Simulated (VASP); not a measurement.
Zr4Si3, 14 atoms in the cell. The structure is cubic, space group I-43d (No. 220). The conventional cell has a = 7.957 Å, b = 7.957 Å, c = 7.957 Å, α = 90.00°, β = 90.00°, γ = 90.00°. Zr (site symmetry 3) has 6 Si at 2.63 to 2.89 Å and 5 Zr at 3.09 to 3.45 Å within 3.5 Å. Within 3.5 Å of Si (site symmetry -4) lie 8 Zr at 2.63 to 2.89 Å. 

```yaml
Program: VASP 6.6.1
Task: single point
Functional: PBE
Potentials_or_basis: VASP PAW PBE potentials, release 64 (Zr_sv, Si)
Cutoff: 500 eV
k_mesh: 6 × 6 × 6
Occupations: gaussian, width 0.1 eV
Spin: no spin polarisation
Dipole_correction: no
Further_INCAR_settings: ALGO = Normal; EDIFF = 1e-06; NBANDS = 73
```

Potentials or basis: VASP PAW PBE potentials, release 64 (Zr_sv, Si).

Launch:

```console
$ cat potpaw_PBE.64/Zr_sv/POTCAR potpaw_PBE.64/Si/POTCAR > POTCAR
$ mpirun -np 1 vasp_std > vasp.out
```

Hardware: 1 thread of Oxide Virtual Turin-like Processor (shared host).

Q: How long does it take, and how much memory?

A: It took 11 min on 1 thread of Oxide Virtual Turin-like Processor (shared host), peak memory 0.42 GiB. Counts: scf iterations 13, k points 16.
